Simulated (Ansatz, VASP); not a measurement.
Two plane-wave programs on Hf2MgO2

```
CELL_PARAMETERS angstrom
4.00685 0.00000 0.00000
-2.00342 3.47003 0.00000
0.00000 0.00000 6.28583
ATOMIC_POSITIONS crystal
Mg 0.00000 0.00000 0.00000
Hf 0.33333 0.66667 0.64440
Hf 0.66667 0.33333 0.35560
O 0.33333 0.66667 0.25990
O 0.66667 0.33333 0.74010
```

Change from the starting cell: species swapped into the YAl2Si2 type (P-3m1, No. 164).

Alike in both runs: task relaxation of cell and atoms; functional PBE; k mesh 6 × 6 × 4; occupations gaussian, width 0.1 eV; no spin polarisation.

|  | VASP | Ansatz |
| --- | --- | --- |
| version | VASP 6.6.1 | Ansatz 0.2.0 |
| potentials or method | VASP PAW PBE potentials, release 64 (Mg, Hf_pv, O), cutoff 600 eV | scalar-relativistic, plane waves, PAW |
| valence electrons in the cell | 34 | 74 |

|  | VASP | Ansatz | Ansatz less VASP |
| --- | --- | --- | --- |
| gap on the k mesh at the Fermi level, each at its own relaxed structure (eV) | none | none | - |
| relaxed volume (Å³/atom) | 16.41 | 16.65 | +0.241 |
| relaxed length of the cell vector where the two differ most in proportion (Å) | 8.089 | 8.189 | +0.0998 |

A gap of «none» marks a metal or a gap that the smearing closes. VASP's potentials hold 34 valence electrons a cell and Ansatz's 74, so a difference there can come from the potentials and not from the codes.

Neither program's run includes spin-orbit coupling.
